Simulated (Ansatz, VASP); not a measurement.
Ag: VASP beside Ansatz

```
Ag
1.0
     0.00000    2.05628    2.05628
     2.05628    0.00000    2.05628
     2.05628    2.05628    0.00000
Ag
1
Direct
  0.00000 0.00000 0.00000
```

Alike in both runs: task single point; functional PBE; dispersion D3(BJ); k mesh 11 × 11 × 11; occupations fermi-dirac, width 0.05 eV; no spin polarisation.

|  | VASP | Ansatz |
| --- | --- | --- |
| version | VASP 6.6.1 | Ansatz 0.2.0 |
| potentials or method | VASP PAW PBE potentials, release 64 (Ag) | Ansatz PAW |
| plane-wave cutoff (eV) | 520 | 420 |
| valence electrons in the cell | 11 | 19 |

Ansatz gave:

| Item | Value |
| --- | --- |
| gap on the k mesh at the Fermi level (eV) | none |
| pressure (GPa) | -3.2 |

Estimate VASP's values.

gap on the k mesh at the Fermi level (eV): none; pressure (GPa): -3.3.

A gap of «none» marks a metal or a gap that the smearing closes. VASP's potentials hold 11 valence electrons a cell and Ansatz's 19, so a difference there can come from the potentials and not from the codes.
